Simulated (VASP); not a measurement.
Runs of VASP 6.6.1 on Si. The cells are those of the table. 

```csv
cell,gap on the mesh (eV),pressure (GPa),largest force (eV/Å)
"a = 3.840, b = 3.840, c = 9.531 Å, angles 85.4, 80.7, 60.0°, 6 atoms",none,-1.1,1.08
"a = 3.840, b = 3.840, c = 9.477 Å, angles 86.5, 83.0, 60.0°, 6 atoms",none,(b),1.34
"a = 3.840, b = 3.840, c = 9.414 Å, angles 88.8, 87.7, 60.0°, 6 atoms",0.36,0.3,0.49
"a = 3.840, b = 3.840, c = 9.438 Å, angles 87.7, 85.3, 60.0°, 6 atoms",none,(a),1.06
```

Alike in all rows: task single point; level r2SCAN; potentials or basis VASP PAW PBE potentials, release 64 (Si); no spin polarisation; k mesh 8 × 8 × 3; cutoff (eV) 520; smearing gaussian 0.05 eV.

Problem. Fill in the values left out.

Solution. (a) -0.2; (b) -0.8.

Caveats: the PAW data sets were made with another functional, which shifts forces and pressure a little; semilocal functionals underestimate gaps, and a narrow one can read as zero (at least some runs); the stress differs along the axes, from -6 to 2 GPa (at least some runs); the stress differs along the axes, from -6 to 3 GPa (at least some runs); the stress differs along the axes, from -4 to 3 GPa (at least some runs).

A k mesh can miss the band edges.

A gap of «none» marks levels without a gap at the run's occupations.
